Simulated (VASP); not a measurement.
A run of VASP 6.6.1:

The input INCAR:

```
SYSTEM = TlCl
PREC = Accurate ; ENCUT = 500
EDIFF = 1E-6 ; ISMEAR = 0
SIGMA = 0.01 ; LREAL = .FALSE.
LASPH = .TRUE. ; NELM = 200
ALGO = Normal ; ISIF = 2
LWAVE = .FALSE. ; LCHARG = .TRUE.
MAGMOM = 0 0 0 0 0 0 ; LORBIT = 11
LSORBIT = .TRUE. ; GGA_COMPAT = .FALSE.
LORBMOM = .TRUE. ; GGA = CA
LVHAR = .TRUE. ; NBANDS = 32
```

File KPOINTS:

```
Automatic mesh
0
G
  6 6 6
  0 0 0
```

Contents of POSCAR:

```
TlCl
1.0
    3.6938912584     -0.0092347282     -0.0092347282
   -0.0092347282      3.6938912584     -0.0092347282
   -0.0092347282     -0.0092347282      3.6938912584
Tl Cl
1 1
Direct
    0.0000000000      0.0000000000      0.0000000000
    0.5000000000      0.5000000000      0.5000000000
```

Potentials or basis: VASP PAW LDA potentials, release 64 (Tl_d, Cl).

Launch:

```bash
$ cat potpaw_LDA.64/Tl_d/POTCAR potpaw_LDA.64/Cl/POTCAR > POTCAR
$ mpirun -np 1 vasp_ncl > vasp.out
```

Hardware: 1 thread of Intel(R) Xeon(R) 6975P-C (Granite Rapids), with other jobs on the host.

Estimate the wall time of this run.

It took 43 s on 1 thread of Intel(R) Xeon(R) 6975P-C (Granite Rapids), with other jobs on the host, peak memory 0.24 GiB. Counts: scf iterations 13, k points 32.
